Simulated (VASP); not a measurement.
Runs of VASP 6.6.1 on MoRu5. The structure is that of space group P-6m2 (No. 187), or close to it. The cells are those of the table. 

| task | cell | k mesh | cutoff (eV) | gap on the mesh (eV) | pressure (GPa) | largest force (eV/Å) |
| --- | --- | --- | --- | --- | --- | --- |
| single point | a = 2.738, b = 2.738, c = 13.035 Å, angles 90.0, 90.0, 120.0°, 6 atoms | 18 × 18 × 4 | 520 | none | 0.1 | 0.02 |
| relaxation of cell and atoms | relaxed from a = 2.721, b = 2.721, c = 13.235 Å, angles 90.0, 90.0, 120.0°, 6 atoms | 6 × 6 × 2 | 600 | none | 0.1 | 0.03 |
| single point | a = 2.736, b = 2.736, c = 13.066 Å, angles 90.0, 90.0, 120.0°, 6 atoms | 6 × 6 × 2 | 520 | none | (a) | 0.01 |
| single point | a = 2.721, b = 2.721, c = 13.235 Å, angles 90.0, 90.0, 120.0°, 6 atoms | 6 × 6 × 2 | 520 | none | -0.4 | (b) |

Alike in all rows: level PBE; potentials or basis VASP PAW PBE potentials, release 64 (Mo_sv, Ru_pv); no spin polarisation; smearing gaussian 0.1 eV.

Problem. Fill in the values left out.

Solution. (a) 0.0; (b) 0.52.

Caveats: some runs use coarse meshes.

A k mesh can miss the band edges, and the runs leave out spin-orbit coupling on Mo, Ru.

A gap of «none» marks levels without a gap at the run's occupations.
